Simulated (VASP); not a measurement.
# Si (a cell with a defect) in VASP: relaxation of the atoms with LDA

Aim: the relaxation of the atoms of Si (a cell with a defect) with LDA.

All numbers are computed with VASP 6.6.1; they aren't measurements. Logs are shortened: lines on timing, memory, paths and dates and some standing lists are left out, and cuts for length are marked.

## 1. The cell of the first run

The cell holds a defect, 63 atoms: a = 10.860 Å, b = 10.860 Å, c = 10.860 Å, α = 90.00°, β = 90.00°, γ = 90.00°.

## 2. Relaxation of the atoms, LDA

INCAR reads:

```
SYSTEM = Si
ALGO = Normal ; EDIFF = 1E-6
EDIFFG = -0.03 ; ENCUT = 520
GGA = CA ; IBRION = 2
ISIF = 2 ; ISMEAR = 0
LASPH = .TRUE. ; LCHARG = .FALSE.
LREAL = Auto ; LWAVE = .FALSE.
NCORE = 4 ; NELECT = 254.0
NELM = 60 ; NSW = 80
PREC = Accurate ; SIGMA = 0.05
```

KPOINTS reads:

```
k-points
0
G
  1 1 1
  0 0 0
```

POSCAR reads:

```
Si
1.0
   10.8600000000      0.0000000000      0.0000000000
    0.0000000000     10.8600000000      0.0000000000
    0.0000000000      0.0000000000     10.8600000000
Si
63
Direct
    0.3750000000      0.1250000000     -0.1250000000
    0.6250000000      0.1250000000      0.1250000000
    0.7500000000      0.2500000000      0.0000000000
    0.8750000000      0.3750000000      0.1250000000
    0.7500000000      0.0000000000      0.2500000000
    0.8750000000      0.1250000000      0.3750000000
    0.0000000000      0.0000000000      0.0000000000
    0.1250000000      0.1250000000      0.1250000000
    0.2500000000      0.2500000000      0.0000000000
    0.3750000000      0.3750000000      0.1250000000
    0.5000000000      0.5000000000      0.0000000000
    0.6250000000      0.6250000000      0.1250000000
    0.7500000000      0.7500000000      0.0000000000
    0.8750000000      0.8750000000      0.1250000000
    0.2500000000      0.0000000000      0.2500000000
    0.3750000000      0.1250000000      0.3750000000
    0.5000000000      0.2500000000      0.2500000000
    0.6250000000      0.3750000000      0.3750000000
    0.7500000000      0.5000000000      0.2500000000
    0.8750000000      0.6250000000      0.3750000000
    0.5000000000      0.0000000000      0.5000000000
    0.6250000000      0.1250000000      0.6250000000
    0.7500000000      0.2500000000      0.5000000000
    0.8750000000      0.3750000000      0.6250000000
    0.7500000000      0.0000000000      0.7500000000
    0.8750000000      0.1250000000      0.8750000000
    0.0000000000      0.5000000000      0.0000000000
    0.1250000000      0.6250000000      0.1250000000
    0.2500000000      0.7500000000      0.0000000000
    0.3750000000      0.8750000000      0.1250000000
    0.0000000000      0.2500000000      0.2500000000
    0.1250000000      0.3750000000      0.3750000000
    0.2500000000      0.5000000000      0.2500000000
    0.3750000000      0.6250000000      0.3750000000
    0.5000000000      0.7500000000      0.2500000000
    0.6250000000      0.8750000000      0.3750000000
    0.0000000000      0.0000000000      0.5000000000
    0.1250000000      0.1250000000      0.6250000000
    0.2500000000      0.2500000000      0.5000000000
    0.3750000000      0.3750000000      0.6250000000
    0.5000000000      0.5000000000      0.5000000000
    0.6250000000      0.6250000000      0.6250000000
    0.7500000000      0.7500000000      0.5000000000
    0.8750000000      0.8750000000      0.6250000000
    0.2500000000      0.0000000000      0.7500000000
    0.5000000000      0.2500000000      0.7500000000
    0.6250000000      0.3750000000      0.8750000000
    0.7500000000      0.5000000000      0.7500000000
    0.8750000000      0.6250000000      0.8750000000
    0.0000000000      0.7500000000      0.2500000000
    0.1250000000      0.8750000000      0.3750000000
    0.0000000000      0.5000000000      0.5000000000
    0.1250000000      0.6250000000      0.6250000000
    0.2500000000      0.7500000000      0.5000000000
    0.3750000000      0.8750000000      0.6250000000
    0.0000000000      0.2500000000      0.7500000000
    0.1250000000      0.3750000000      0.8750000000
    0.2500000000      0.5000000000      0.7500000000
    0.3750000000      0.6250000000      0.8750000000
    0.5000000000      0.7500000000      0.7500000000
    0.6250000000      0.8750000000      0.8750000000
    0.0000000000      0.7500000000      0.7500000000
    0.1250000000      0.8750000000      0.8750000000
```

Potentials or basis: VASP PAW LDA potentials, release 64 (Si).

Started as:

```
> cat potpaw_LDA.64/Si/POTCAR > POTCAR
> mpirun -np 4 vasp_gam > vasp.out
```

OUTCAR:

```text
SYSTEM = Si
   EDIFF = 1E-6
   EDIFFG = -0.03
   ENCUT = 520
   GGA = CA
   IBRION = 2
   ISIF = 2
   ISMEAR = 0
   LASPH = .TRUE.
   LREAL = Auto
   NELECT = 254.0
   NELM = 60
   NSW = 80
   PREC = Accurate

 ion  position               nearest neighbor table
   1  0.375  0.125  0.875-   9 2.35  45 2.35  46 2.35
   2  0.625  0.125  0.125-   3 2.35   5 2.35  17 2.35
   3  0.750  0.250  0.000-   2 2.35   4 2.35  26 2.35  47 2.35
   4  0.875  0.375  0.125-   3 2.35  19 2.35  27 2.35  31 2.35
   5  0.750  0.000  0.250-   2 2.35   6 2.35  14 2.35  36 2.35
   6  0.875  0.125  0.375-   5 2.35  23 2.35  31 2.35  37 2.35
   7  0.000  0.000  0.000-   8 2.35  14 2.35  26 2.35  63 2.35
   8  0.125  0.125  0.125-   7 2.35   9 2.35  15 2.35  31 2.35
[... 50 lines left out ...]
  59  0.375  0.625  0.875-  11 2.35  29 2.35  58 2.35  60 2.35
  60  0.500  0.750  0.750-  42 2.35  55 2.35  59 2.35  61 2.35
  61  0.625  0.875  0.875-  13 2.35  25 2.35  60 2.35
  62  0.000  0.750  0.750-  44 2.35  49 2.35  53 2.35  63 2.35
  63  0.125  0.875  0.875-   7 2.35  29 2.35  45 2.35  62 2.35

  LATTYP: Found a simple cubic cell.
 ALAT       =    10.8600000000

  Lattice vectors:

 A1 = (  10.8600000000,   0.0000000000,   0.0000000000)
 A2 = (   0.0000000000,  10.8600000000,   0.0000000000)
 A3 = (   0.0000000000,   0.0000000000,  10.8600000000)

Analysis of symmetry for initial positions (statically):
=====================================================================
 Subroutine PRICEL returns:
 Original cell was already a primitive cell.

 Routine SETGRP: Setting up the symmetry group for a
 simple cubic supercell.

 Subroutine GETGRP returns: Found 24 space group operations
 (whereof  8 operations were pure point group operations)
 out of a pool of 48 trial point group operations.

The static configuration has the point symmetry D_2d.
 The point group associated with its full space group is T_d .

Analysis of symmetry for dynamics (positions and initial velocities):
=====================================================================
 Subroutine PRICEL returns:
 Original cell was already a primitive cell.

 Routine SETGRP: Setting up the symmetry group for a
 simple cubic supercell.

 Subroutine GETGRP returns: Found 24 space group operations
 (whereof  8 operations were pure point group operations)
 out of a pool of 48 trial point group operations.

The dynamic configuration has the point symmetry D_2d.
 The point group associated with its full space group is T_d .

 Subroutine INISYM returns: Found 24 space group operations
 (whereof  8 operations are pure point group operations),
 and found     1 'primitive' translations

----------------------------------------------------------------------------------------

                                     Primitive cell

  volume of cell :    1280.8241

  direct lattice vectors                    reciprocal lattice vectors
    10.860000000  0.000000000  0.000000000     0.092081031  0.000000000  0.000000000
     0.000000000 10.860000000  0.000000000     0.000000000  0.092081031  0.000000000
     0.000000000  0.000000000 10.860000000     0.000000000  0.000000000  0.092081031

  length of vectors
    10.860000000 10.860000000 10.860000000     0.092081031  0.092081031  0.092081031

  position of ions in fractional coordinates (direct lattice)
     0.375000000  0.125000000  0.875000000
     0.625000000  0.125000000  0.125000000
     0.750000000  0.250000000  0.000000000
     0.875000000  0.375000000  0.125000000
     0.750000000  0.000000000  0.250000000
     0.875000000  0.125000000  0.375000000
[... 55 lines left out ...]
     0.000000000  0.750000000  0.750000000
     0.125000000  0.875000000  0.875000000

  ion indices of the primitive-cell ions
   primitive index   ion index
                 1           1
                 2           2
                 3           3
                 4           4
[... 80 lines left out ...]

 Subroutine IBZKPT returns following result:
 ===========================================

 Found      1 irreducible k-points:

 Following reciprocal coordinates:
            Coordinates               Weight
  0.000000  0.000000  0.000000      1.000000
   k-points           NKPTS =      1   k-points in BZ     NKDIM =      1   number of bands    NBANDS=    159
   number of dos      NEDOS =    301   number of ions     NIONS =     63
   total plane-waves  NPLWV = 592704
   dimension x,y,z NGX =    84 NGY =   84 NGZ =   84
   dimension x,y,z NGXF=   168 NGYF=  168 NGZF=  168
   ions per type =              63
   NGX,Y,Z   is equivalent  to a cutoff of  12.86, 12.86, 12.86 a.u.
   NGXF,Y,Z  is equivalent  to a cutoff of  25.72, 25.72, 25.72 a.u.
 SYSTEM =  Si
   PREC   = accura    normal or accurate (medium, high low for compatibility)
   ISTART =      0    job   : 0-new  1-cont  2-samecut
   ICHARG =      2    charge: 1-file 2-atom 10-const
   ISPIN  =      1    spin polarized calculation?
   LNONCOLLINEAR =      F non collinear calculations
   LSORBIT =      F    spin-orbit coupling
   LASPH  =      T    aspherical Exc in radial PAW
   ENCUT  =  520.0 eV  38.22 Ry    6.18 a.u.  20.19 20.19 20.19*2*pi/ulx,y,z
   NELM   =     60;   NELMIN=  2; NELMDL= -5     # of ELM steps
   EDIFF  = 0.1E-05   stopping-criterion for ELM
   LREAL  =      T    real-space projection
   EDIFFG = -.3E-01   stopping-criterion for IOM
   NSW    =     80    number of steps for IOM
   IBRION =      2    ionic relax: 0-MD 1-quasi-New 2-CG
   NFREE  =      1    steps in history (QN), initial steepest desc. (CG)
   ISIF   =      2    stress and relaxation
   ISYM   =      2    0-nonsym 1-usesym 2-fastsym
   POTIM  = 0.5000    time-step for ionic-motion
   TEBEG  =    0.0;   TEEND  =   0.0 temperature during run
   PSTRESS=    0.0 pullay stress
   NELECT =     254.0000    total number of electrons
   NUPDOWN=      -1.0000    fix difference up-down
   EMIN   =  10.00;   EMAX   =-10.00  energy-range for DOS
   EFERMI =   0.00;   METHOD = LEGACY
   ISMEAR =     0;   SIGMA  =   0.05  broadening in eV -4-tet -1-fermi 0-gaus
   EFERMI_NEDOS =   21; number of points for ismear=-14 and -15
   IALGO  =     38    algorithm
   IMIX   =      4    mixing-type and parameters
     AMIX     =   0.40;   BMIX     =  1.00
     AMIX_MAG =   1.60;   BMIX_MAG =  1.00
  volume/ion in A,a.u.               =      20.33       137.20
  Fermi-wavevector in a.u.,A,eV,Ry     =   0.954677  1.804077 12.400449  0.911407
  Thomas-Fermi vector in A             =   2.083445
   LORBIT       =      0    0 simple, 1 ext, 2 COOP (PROOUT), +10 PAW based schemes
   GGA     = CA    functional components
   LHFCALC =     F    Hartree Fock is set to
   AEXX    =    0.0000 exact exchange contribution
   IVDW    =     0    specifies the selected vdW correction
   LEPSILON=     F    determine dielectric tensor
   LRPA    =     F    only Hartree local field effects (RPA)
 conjugate gradient relaxation of ions
 non-spin polarized calculation
 Gauss-broadening in eV      SIGMA  =   0.05
  energy-cutoff  :      520.00
  volume of cell :     1280.82
 maximum number of plane-waves:     17229
 NGX is ok and might be reduce to    84
   NGX = 41   NGY = 41   NGZ = 41

--------------------------------------- Ionic step        1  -------------------------------------------

 number of electron     253.9999967 magnetization

 Free energy of the ion-electron system (eV)
  ---------------------------------------------------
  ext. energy  EPLUGINS =         0.00000000
  ---------------------------------------------------
  free energy    TOTEN  =      -352.86489533 eV

  energy without entropy =     -352.76057862  energy(sigma->0) =     -352.81273697

------------------------ aborting loop because EDIFF is reached ----------------------------------------

  FORCE on cell =-STRESS in cart. coord.  units (eV):
  Direction    XX          YY          ZZ          XY          YZ          ZX
  --------------------------------------------------------------------------------------
  -------------------------------------------------------------------------------------
  Total        8.4017183      8.4017183      8.4017183     -0.0000000     -0.0000000      0.0000000
  in kB       10.5096735     10.5096735     10.5096735     -0.0000000     -0.0000000      0.0000000
  external PRESSURE =      10.5096735 kB  Pullay stress =       0.0000000 kB
[... 272 lines left out ...]
  FREE ENERGIE OF THE ION-ELECTRON SYSTEM (eV)
  ---------------------------------------------------
  free  energy   TOTEN  =      -352.9017827906 eV

  energy  without entropy=     -352.7931456544  energy(sigma->0) =     -352.84746422

[... ionic steps 4 to 10 ...]

--------------------------------------- Ionic step       11  -------------------------------------------

 number of electron     253.9999978 magnetization

------------------------ aborting loop because EDIFF is reached ----------------------------------------
[... 189 lines left out ...]
--------------------------------------- Ionic step       13  -------------------------------------------

 number of electron     253.9999979 magnetization

 Free energy of the ion-electron system (eV)
  ---------------------------------------------------
  ext. energy  EPLUGINS =         0.00000000
  ---------------------------------------------------
  free energy    TOTEN  =      -352.91402811 eV

  energy without entropy =     -352.80704529  energy(sigma->0) =     -352.86053670

 E-fermi :   6.1941     XC(G=0):  -9.5708

 val. band max:        6.1851625579   @ k =   0.0000   0.0000   0.0000
 cond. band min:       6.2393907654   @ k =   0.0000   0.0000   0.0000
 fundamental gap:      0.0542282075
 Fermi energy:         6.1940940582

 k-point     1 :       0.0000    0.0000    0.0000
  band No.  band energies     occupation
      1      -6.3035      2.00000
      2      -5.2678      2.00000
      3      -5.2678      2.00000
      4      -5.2357      2.00000
      5      -5.2357      2.00000
      6      -5.2357      2.00000
[... 131 lines left out ...]
    138       6.8008      0.00000
    139       6.8008      0.00000
 [bands above 139 left out]

------------------------ aborting loop because EDIFF is reached ----------------------------------------

  FORCE on cell =-STRESS in cart. coord.  units (eV):
  Direction    XX          YY          ZZ          XY          YZ          ZX
  --------------------------------------------------------------------------------------
  -------------------------------------------------------------------------------------
  Total        6.9784485      6.9784485      6.9784485      0.0000000     -0.0000000      0.0000000
  in kB        8.7293113      8.7293113      8.7293113      0.0000000     -0.0000000      0.0000000
  external PRESSURE =       8.7293113 kB  Pullay stress =       0.0000000 kB
[... 78 lines left out ...]
  FREE ENERGIE OF THE ION-ELECTRON SYSTEM (eV)
  ---------------------------------------------------
  free  energy   TOTEN  =      -352.9140281098 eV

  energy  without entropy=     -352.8070452919  energy(sigma->0) =     -352.86053670

 reached required accuracy - stopping structural energy minimisation
```

Run time: 4.8 min. Hardware: 4 MPI ranks of Oxide Virtual Turin-like, shared host; peak memory 0.28 GiB.

Results:

* Free energy: -352.9140 eV
* Energy gained by relaxing: 0.8 meV/atom
* Ionic steps: 13
* Largest force after relaxing: 0.029 eV/Å

Forces on the atoms (eV/Å):
```
Si   0.017 -0.017  0.017
Si  -0.017 -0.017 -0.017
Si   0.003  0.003  0.003
Si   0.002  0.002  0.013
Si   0.003  0.003  0.003
Si   0.002  0.013  0.002
Si   0.000  0.000  0.000
Si   0.005 -0.005 -0.005
Si  -0.003  0.003 -0.003
Si   0.005 -0.005 -0.005
Si   0.000  0.000  0.000
Si  -0.005  0.005 -0.005
Si   0.003 -0.003 -0.003
Si  -0.005  0.005 -0.005
Si  -0.003 -0.003  0.003
Si   0.005 -0.005 -0.005
Si   0.003  0.003  0.003
Si   0.013  0.002  0.002
Si   0.006  0.010  0.006
Si   0.005 -0.005  0.005
Si   0.000  0.000  0.000
Si  -0.005 -0.005  0.005
Si   0.006  0.006  0.010
Si   0.005  0.005 -0.005
Si   0.003 -0.003 -0.003
Si  -0.005 -0.005  0.005
Si   0.000  0.000  0.000
Si  -0.002 -0.002  0.013
Si  -0.003 -0.003  0.003
Si   0.017  0.017 -0.017
Si   0.010  0.006  0.006
Si  -0.005  0.005  0.005
Si  -0.006 -0.010  0.006
Si  -0.013 -0.002  0.002
Si  -0.003 -0.003  0.003
Si  -0.005  0.005 -0.005
Si   0.000  0.000  0.000
Si  -0.002  0.013 -0.002
Si  -0.006  0.006 -0.010
Si  -0.013  0.002 -0.002
Si   0.000  0.000  0.000
Si   0.013 -0.002 -0.002
Si   0.006 -0.006 -0.010
Si   0.002 -0.013 -0.002
Si  -0.003  0.003 -0.003
Si  -0.003  0.003 -0.003
Si  -0.005 -0.005  0.005
Si   0.006 -0.010 -0.006
Si   0.002 -0.002 -0.013
Si  -0.010 -0.006  0.006
Si  -0.002 -0.013  0.002
Si   0.000  0.000  0.000
Si  -0.005 -0.005 -0.005
Si  -0.006 -0.006  0.010
Si   0.005  0.005  0.005
Si  -0.010  0.006 -0.006
Si  -0.002  0.002 -0.013
Si  -0.006  0.010 -0.006
Si   0.005  0.005  0.005
Si   0.003 -0.003 -0.003
Si  -0.017  0.017  0.017
Si   0.010 -0.006 -0.006
Si   0.005  0.005  0.005
```

The path:
```
step  energy change (eV)  largest force (eV/Å)  pressure (GPa)
   1              0.0000                0.2362            1.05
   2             -0.0352                0.0699            0.97
   3             -0.0369                0.0647            0.95
   4             -0.0409                0.0473            0.95
   5             -0.0422                0.0496            0.94
   6             -0.0422                0.0503            0.94
   7             -0.0443                0.0503            0.93
   8             -0.0457                0.0460            0.92
   9             -0.0459                0.0439            0.91
  10             -0.0475                0.0431            0.90
  11             -0.0481                0.0409            0.89
  12             -0.0481                0.0402            0.89
  13             -0.0491                0.0293            0.87
```

Caveat: the k points lie up to 0.58 Å⁻¹ apart; the cell carries a net charge on a neutralising background, which shifts energy and pressure; the cell is charged against a uniform background, so pressure and absolute levels hang on convention.
